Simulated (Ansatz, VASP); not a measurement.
# Si in VASP and in Ansatz

```
Si
1.0
     0.00000    5.43000    5.43000
     5.43000    0.00000    5.43000
     5.43000    5.43000    0.00000
Si
17
Direct
  0.00271 0.00259 0.99339
  0.12883 0.12878 0.12128
  0.00272 0.00253 0.50150
  0.12557 0.12526 0.62464
  0.99872 0.50127 0.00019
  0.12811 0.62243 0.12192
  0.00223 0.49401 0.50201
  0.12821 0.62233 0.62783
  0.50138 0.99873 0.00010
  0.62258 0.12802 0.12189
  0.49431 0.00203 0.50193
  0.62253 0.12807 0.62774
  0.50071 0.50056 0.00020
  0.62514 0.62512 0.12493
  0.50081 0.50061 0.49863
  0.62229 0.62212 0.62788
  0.87575 0.87541 0.37457
```

Alike in both runs: functional PBEsol; k mesh 2 × 2 × 2; occupations gaussian, width 0.02 eV; no spin polarisation.

Ansatz relaxed the structure, and its values are those at the end. VASP's run is a single point on that final structure, the one shown.

|  | VASP | Ansatz |
| --- | --- | --- |
| version | VASP 6.6.1 | Ansatz 0.2.0 |
| potentials or method | VASP PAW PBE potentials, release 64 (Si), cutoff 520 eV | scalar-relativistic, plane waves, PAW |
| valence electrons in the cell | 68 | 68 |

```tsv
	VASP	Ansatz	Ansatz less VASP
rms of the force components (eV/Å)	0.008	0.007	-0.0010
```

VASP's potentials were made for PBE, not for PBEsol, and Ansatz warns of the same on its side.

The k mesh is coarse, so the values compare programs but aren't converged.
